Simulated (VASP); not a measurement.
# Cu (I4_1/amd) in VASP: further runs

Cu is run at these levels: PBEsol; tasks: single point.

Program: VASP 6.6.1. These are calculated values, not measurements. Logs are shortened: lines on timing, memory, paths and dates and some standing lists are left out, and cuts for length are marked.

### Step 1. The cell of the first run

It takes space group I4_1/amd (No. 141, tetragonal). The conventional cell has a = 4.417 Å, b = 4.417 Å, c = 2.409 Å, α = 90.00°, β = 90.00°, γ = 90.00°. Within 3.0 Å of Cu (site symmetry -4m2) lie 10 Cu at 2.29 to 2.85 Å.

### Step 2. Single point, PBEsol

Contents of INCAR:

```
PREC = Accurate ; ENCUT = 600
EDIFF = 1E-6 ; ISMEAR = 0
SIGMA = 0.1 ; LREAL = F
LASPH = T ; NELM = 120
ALGO = Normal ; ISIF = 2
LWAVE = F ; LCHARG = F
GGA = PS ; NBANDS = 18
GGA_COMPAT = F
```

Contents of KPOINTS:

```
Automatic mesh
0
Gamma
  8 8 8
```

Contents of POSCAR:

```
Cu
1.0
   -2.2083209824      2.2083209824      1.2046798603
    2.2083209824     -2.2083209824      1.2046798603
    2.2083209824      2.2083209824     -1.2046798603
Cu
2
Direct
    0.0000000000      0.0000000000      0.0000000000
    0.7500000000      0.2500000000      0.5000000000
```

Potentials or basis: VASP PAW PBE potentials, release 64 (Cu).

Launch:

```bash
> cat potpaw_PBE.64/Cu/POTCAR > POTCAR
> mpirun -np 1 vasp_std > vasp.out
```

OUTCAR:

```text
PREC = Accurate
   ENCUT = 600
   EDIFF = 1E-6
   ISMEAR = 0
   LREAL = F
   LASPH = T
   NELM = 120
   ISIF = 2
   GGA = PS

 ion  position               nearest neighbor table
   1  0.000  0.000  0.000-   2 2.29   2 2.29   2 2.29   2 2.29
   2  0.750  0.250  0.500-   1 2.29   1 2.29   1 2.29   1 2.29

  LATTYP: Found a body centered tetragonal cell.
 ALAT       =     4.4166419648
 C/A-ratio  =     0.5455184595

  Lattice vectors:

 A1 = (  -2.2083209824,   2.2083209824,   1.2046798603)
 A2 = (   2.2083209824,  -2.2083209824,   1.2046798603)
 A3 = (   2.2083209824,   2.2083209824,  -1.2046798603)

Analysis of symmetry for initial positions (statically):
=====================================================================
 Subroutine PRICEL returns:
 Original cell was already a primitive cell.

 Routine SETGRP: Setting up the symmetry group for a
 body centered tetragonal supercell.

 Subroutine GETGRP returns: Found 16 space group operations
 (whereof  8 operations were pure point group operations)
 out of a pool of 16 trial point group operations.

The static configuration has the point symmetry D_2d.
 The point group associated with its full space group is D_4h.

Analysis of symmetry for dynamics (positions and initial velocities):
=====================================================================
 Subroutine PRICEL returns:
 Original cell was already a primitive cell.

 Routine SETGRP: Setting up the symmetry group for a
 body centered tetragonal supercell.

 Subroutine GETGRP returns: Found 16 space group operations
 (whereof  8 operations were pure point group operations)
 out of a pool of 16 trial point group operations.

The dynamic configuration has the point symmetry D_2d.
 The point group associated with its full space group is D_4h.

 Subroutine INISYM returns: Found 16 space group operations
 (whereof  8 operations are pure point group operations),
 and found     1 'primitive' translations

----------------------------------------------------------------------------------------

                                     Primitive cell

  volume of cell :      23.4994

  direct lattice vectors                    reciprocal lattice vectors
    -2.208320982  2.208320982  1.204679860     0.000000000  0.226416361  0.415048028
     2.208320982 -2.208320982  1.204679860     0.226416361  0.000000000  0.415048028
     2.208320982  2.208320982 -1.204679860     0.226416361  0.226416361  0.000000000

  length of vectors
     3.347329785  3.347329785  3.347329785     0.472788783  0.472788783  0.320201088

  position of ions in fractional coordinates (direct lattice)
     0.000000000  0.000000000  0.000000000
     0.750000000  0.250000000  0.500000000

  ion indices of the primitive-cell ions
   primitive index   ion index
                 1           1
                 2           2

----------------------------------------------------------------------------------------

 KPOINTS: Automatic mesh

Automatic generation of k-mesh.
 Grid dimensions read from file:
 generate k-points for:    8    8    8

 Generating k-lattice:

  Cartesian coordinates                     Fractional coordinates (reciprocal lattice)
     0.000000000  0.028302045  0.051881003     0.125000000  0.000000000 -0.000000000
     0.028302045  0.000000000  0.051881003     0.000000000  0.125000000 -0.000000000
     0.028302045  0.028302045  0.000000000     0.000000000  0.000000000  0.125000000

  Length of vectors
     0.059098598  0.059098598  0.040025136

  Shift w.r.t. Gamma in fractional coordinates (k-lattice)
     0.000000000  0.000000000  0.000000000

 Subroutine IBZKPT returns following result:
 ===========================================

 Found     59 irreducible k-points:

 Following reciprocal coordinates:
            Coordinates               Weight
  0.000000  0.000000  0.000000      1.000000
  0.125000 -0.000000  0.000000      8.000000
  0.250000 -0.000000  0.000000      8.000000
  0.375000  0.000000  0.000000      8.000000
  0.500000 -0.000000  0.000000      4.000000
  0.125000  0.125000  0.000000      8.000000
[... 16 lines left out ...]
  0.250000  0.125000  0.125000     16.000000
  0.375000  0.125000  0.125000      8.000000
 [... further k-points ...]
   k-points           NKPTS =     59   k-points in BZ     NKDIM =     59   number of bands    NBANDS=     18
   number of dos      NEDOS =    301   number of ions     NIONS =      2
   total plane-waves  NPLWV =  21952
   dimension x,y,z NGX =    28 NGY =   28 NGZ =   28
   dimension x,y,z NGXF=    56 NGYF=   56 NGZF=   56
   ions per type =               2
   NGX,Y,Z   is equivalent  to a cutoff of  13.91, 13.91, 13.91 a.u.
   NGXF,Y,Z  is equivalent  to a cutoff of  27.81, 27.81, 27.81 a.u.
 SYSTEM =  unknown system
   PREC   = accura    normal or accurate (medium, high low for compatibility)
   ISTART =      0    job   : 0-new  1-cont  2-samecut
   ICHARG =      2    charge: 1-file 2-atom 10-const
   ISPIN  =      1    spin polarized calculation?
   LNONCOLLINEAR =      F non collinear calculations
   LSORBIT =      F    spin-orbit coupling
   LASPH  =      T    aspherical Exc in radial PAW
   ENCUT  =  600.0 eV  44.10 Ry    6.64 a.u.   6.69  6.69  6.69*2*pi/ulx,y,z
   NELM   =    120;   NELMIN=  2; NELMDL= -5     # of ELM steps
   EDIFF  = 0.1E-05   stopping-criterion for ELM
   LREAL  =      F    real-space projection
   EDIFFG = 0.1E-04   stopping-criterion for IOM
   NSW    =      0    number of steps for IOM
   IBRION =     -1    ionic relax: 0-MD 1-quasi-New 2-CG
   NFREE  =      0    steps in history (QN), initial steepest desc. (CG)
   ISIF   =      2    stress and relaxation
   ISYM   =      2    0-nonsym 1-usesym 2-fastsym
   POTIM  = 0.5000    time-step for ionic-motion
   TEBEG  =    0.0;   TEEND  =   0.0 temperature during run
   PSTRESS=    0.0 pullay stress
   NELECT =      22.0000    total number of electrons
   NUPDOWN=      -1.0000    fix difference up-down
   EMIN   =  10.00;   EMAX   =-10.00  energy-range for DOS
   EFERMI =   0.00;   METHOD = LEGACY
   ISMEAR =     0;   SIGMA  =   0.10  broadening in eV -4-tet -1-fermi 0-gaus
   EFERMI_NEDOS =   21; number of points for ismear=-14 and -15
   IALGO  =     38    algorithm
   IMIX   =      4    mixing-type and parameters
     AMIX     =   0.40;   BMIX     =  1.00
     AMIX_MAG =   1.60;   BMIX_MAG =  1.00
  volume/ion in A,a.u.               =      11.75        79.29
  Fermi-wavevector in a.u.,A,eV,Ry     =   1.601513  3.026420 34.896805  2.564843
  Thomas-Fermi vector in A             =   2.698479
   LORBIT       =      0    0 simple, 1 ext, 2 COOP (PROOUT), +10 PAW based schemes
   GGA     = PS    functional components
   LHFCALC =     F    Hartree Fock is set to
   AEXX    =    0.0000 exact exchange contribution
   IVDW    =     0    specifies the selected vdW correction
   LEPSILON=     F    determine dielectric tensor
   LRPA    =     F    only Hartree local field effects (RPA)
 non-spin polarized calculation
 Gauss-broadening in eV      SIGMA  =   0.10
  energy-cutoff  :      600.00
  volume of cell :       23.50
 maximum number of plane-waves:       797
   NGX = 13   NGY = 13   NGZ = 13

 number of electron      21.9999988 magnetization

 Free energy of the ion-electron system (eV)
  ---------------------------------------------------
  ext. energy  EPLUGINS =         0.00000000
  ---------------------------------------------------
  free energy    TOTEN  =        -7.83167131 eV

  energy without entropy =       -7.82769135  energy(sigma->0) =       -7.82968133

 E-fermi :   7.3966     XC(G=0): -12.8898

 val. band max:        7.3621993880   @ k =  -0.3750   0.5000   0.3750
 cond. band min:       7.4091469673   @ k =   0.3750   0.2500   0.0000
 fundamental gap:      0.0469475793
 Fermi energy:         7.3966209211

 k-point     1 :       0.0000    0.0000    0.0000
  band No.  band energies     occupation
      1      -1.9163      2.00000
      2       2.4599      2.00000
      3       3.1379      2.00000
      4       3.4080      2.00000
      5       3.7620      2.00000
      6       5.2360      2.00000
[... 10 lines left out ...]
     17      28.3812      0.00000
     18      31.7097      0.00000

 k-point     2 :       0.1250   -0.0000    0.0000
  band No.  band energies     occupation
      1      -1.3660      2.00000
      2       2.6353      2.00000
      3       3.1673      2.00000
      4       3.7164      2.00000
      5       3.9113      2.00000
      6       4.7931      2.00000
[... 10 lines left out ...]
     17      26.8810      0.00000
     18      27.2788      0.00000

 k-point     3 :       0.2500   -0.0000    0.0000
  band No.  band energies     occupation
      1       0.1691      2.00000
      2       3.0056      2.00000
      3       3.3008      2.00000
      4       3.8494      2.00000
      5       4.2096      2.00000
      6       4.3418      2.00000
[... 10 lines left out ...]
     17      23.0727      0.00000
     18      23.9317      0.00000

 k-point     4 :       0.3750    0.0000    0.0000
  band No.  band energies     occupation
      1       1.9821      2.00000
      2       2.9958      2.00000
      3       3.3055      2.00000
      4       3.7922      2.00000
      5       4.2712      2.00000
      6       4.4534      2.00000
[... 10 lines left out ...]
     17      23.1549      0.00000
     18      25.6574      0.00000

 k-point     5 :       0.5000   -0.0000    0.0000
  band No.  band energies     occupation
      1       2.5020      2.00000
      2       2.8573      2.00000
      3       3.4551      2.00000
      4       3.5948      2.00000
      5       4.5853      2.00000
      6       4.6341      2.00000
[... 10 lines left out ...]
     17      22.6586      0.00000
     18      26.1416      0.00000

 k-point     6 :       0.1250    0.1250    0.0000
  band No.  band energies     occupation
      1      -0.0519      2.00000
      2       2.9772      2.00000
      3       3.2844      2.00000
      4       3.9327      2.00000
      5       4.0618      2.00000
      6       4.6002      2.00000
[... 10 lines left out ...]
     17      22.7449      0.00000
     18      24.4119      0.00000

 k-point     7 :       0.2500    0.1250    0.0000
  band No.  band energies     occupation
      1       1.7792      2.00000
      2       2.9905      2.00000
      3       3.3961      2.00000
      4       3.7030      2.00000
      5       4.0940      2.00000
      6       4.3918      2.00000
[... 10 lines left out ...]
     17      22.1377      0.00000
     18      23.2859      0.00000

 k-point     8 :       0.3750    0.1250    0.0000
  band No.  band energies     occupation
      1       2.5505      2.00000
      2       2.8401      2.00000
      3       3.4411      2.00000
      4       3.7626      2.00000
      5       4.3046      2.00000
      6       4.5541      2.00000
[... 10 lines left out ...]
     17      21.8993      0.00000
     18      26.9613      0.00000
[... 229 lines left out ...]
     17      23.6516      0.00000
     18      24.8581      0.00000

 k-point    20 :      -0.3750    0.3750    0.0000
  band No.  band energies     occupation
      1       0.2406      2.00000
      2       2.4891      2.00000
      3       3.4289      2.00000
      4       3.5487      2.00000
      5       3.6493      2.00000
      6       4.5637      2.00000
[... 10 lines left out ...]
     17      27.6206      0.00000
     18      27.6290      0.00000

 k-point    21 :       0.5000    0.5000    0.0000
  band No.  band energies     occupation
      1       1.5742      2.00000
      2       1.5742      2.00000
      3       3.5313      2.00000
      4       3.5313      2.00000
      5       4.0625      2.00000
      6       4.0625      2.00000
[... 10 lines left out ...]
     17      27.2876      0.00000
     18      27.2876      0.00000

 k-point    22 :       0.1250    0.1250    0.1250
  band No.  band energies     occupation
      1       0.5998      2.00000
      2       2.9529      2.00000
      3       3.4548      2.00000
      4       3.7409      2.00000
      5       4.0186      2.00000
      6       4.7025      2.00000
[... 10 lines left out ...]
     17      25.0580      0.00000
     18      25.2826      0.00000

 k-point    23 :       0.2500    0.1250    0.1250
  band No.  band energies     occupation
      1       2.2074      2.00000
      2       2.8640      2.00000
      3       3.4140      2.00000
      4       3.7817      2.00000
      5       4.0342      2.00000
      6       4.6354      2.00000
[... 10 lines left out ...]
     17      23.2541      0.00000
     18      24.3906      0.00000

 k-point    24 :       0.3750    0.1250    0.1250
  band No.  band energies     occupation
      1       2.6530      2.00000
      2       2.7976      2.00000
      3       3.2880      2.00000
      4       3.8513      2.00000
      5       3.9872      2.00000
      6       4.8556      2.00000
[... 10 lines left out ...]
     17      23.3054      0.00000
     18      26.2178      0.00000

 [... further k-points ...]

------------------------ aborting loop because EDIFF is reached ----------------------------------------

  FORCE on cell =-STRESS in cart. coord.  units (eV):
  Direction    XX          YY          ZZ          XY          YZ          ZX
  --------------------------------------------------------------------------------------
  -------------------------------------------------------------------------------------
  Total        2.0934409      2.0934409      0.0874600      0.0000000     -0.0000000     -0.0000000
  in kB      142.7299932    142.7299932      5.9629916      0.0000000     -0.0000000     -0.0000000
  external PRESSURE =      97.1409927 kB  Pullay stress =       0.0000000 kB

 VOLUME and BASIS-vectors are now :
 -----------------------------------------------------------------------------
  energy-cutoff  :      600.00
  volume of cell :       23.50
      direct lattice vectors                 reciprocal lattice vectors
    -2.208320982  2.208320982  1.204679860     0.000000000  0.226416361  0.415048028
     2.208320982 -2.208320982  1.204679860     0.226416361  0.000000000  0.415048028
     2.208320982  2.208320982 -1.204679860     0.226416361  0.226416361  0.000000000

 POSITION                                       TOTAL-FORCE (eV/Angst)
 -----------------------------------------------------------------------------------
      0.00000      0.00000      0.00000         0.000000      0.000000     -0.000000
      0.00000      2.20832      0.60234        -0.000000     -0.000000      0.000000
 -----------------------------------------------------------------------------------
    total drift:                               -0.000000      0.000000      0.000000

  FREE ENERGIE OF THE ION-ELECTRON SYSTEM (eV)
  ---------------------------------------------------
  free  energy   TOTEN  =        -7.8316713097 eV

  energy  without entropy=       -7.8276913523  energy(sigma->0) =       -7.82968133
```

It took 21 s on 1 thread of Intel Xeon Platinum 8488C (Sapphire Rapids), shared host; peak memory 0.16 GiB.

Results:

| Quantity | Value |
| --- | --- |
| Free energy | -7.8317 eV |
| Pressure | 9.7 GPa |
| Band gap on the k mesh | zero (bands 11 and 12 overlap by 3.89 eV) |

Caveat: the k points lie up to 0.37 Å⁻¹ apart, too coarse for converged energies and pressures of a metal; the PAW data sets were made with another functional, which shifts forces and pressure a little.

### Step 3. Single point, PBEsol

This run uses another cell than the first one, of 12.44 Å³/atom.

Contents of INCAR:

```
SYSTEM = Cu
PREC     = Accurate       ! precision mode
ENCUT    = 520            ! plane-wave cutoff, eV
EDIFF    = 1E-7           ! SCF threshold, eV
ISMEAR   = 0              ! smearing method
SIGMA    = 0.1            ! smearing width, eV
LREAL    = .FALSE.        ! projectors in reciprocal space
LASPH    = .TRUE.         ! aspherical terms in the spheres
NELM     = 100            ! most SCF steps
ALGO     = Fast           ! electronic algorithm
ISIF     = 2              ! what is computed and relaxed
LWAVE    = .FALSE.        ! write WAVECAR
LCHARG   = .FALSE.        ! write CHGCAR
GGA      = PS             ! functional
NBANDS   = 18             ! bands
```

Contents of KPOINTS:

```
Automatic mesh
0
G
  26 26 26
  0 0 0
```

Contents of POSCAR:

```
Cu
1.0
   -2.2767938792      2.2767938792      1.1999176783
    2.2767938792     -2.2767938792      1.1999176783
    2.2767938792      2.2767938792     -1.1999176783
Cu
2
Direct
    0.0000000000      0.0000000000      0.0000000000
    0.7500000000      0.2500000000      0.5000000000
```

Potentials or basis: VASP PAW PBE potentials, release 64 (Cu).

Launch:

```bash
> cat potpaw_PBE.64/Cu/POTCAR > POTCAR
> mpirun -np 1 vasp_std > vasp.out
```

Run time: 19 min. Hardware: 1 thread of Intel Xeon 8259CL, shared host; peak memory 0.58 GiB.

It converged, with:

```
Free energy            : -7.8973 eV
Pressure               : 0.6 GPa
Band gap on the k mesh : zero (bands 11 and 12 overlap by 4.60 eV)
```

Levels at points of the mesh, in eV from the Fermi level:
```tsv
k point	band 9	band 10	band 11	band 12	band 13	band 14
(0.00, 0.00, 0.00)	-1.96	-1.44	-1.04	4.82	4.82	10.38
(0.50, 0.00, 0.00)	-1.62	-1.52	0.33	3.02	6.39	7.13
(0.50, 0.50, 0.00)	-1.73	-1.73	-1.59	-1.59	10.25	10.25
(0.50, 0.50, 0.50)	-1.88	-1.88	-1.59	-1.59	2.43	2.43
```

Caveat: the PAW data sets were made with another functional, which shifts forces and pressure a little.
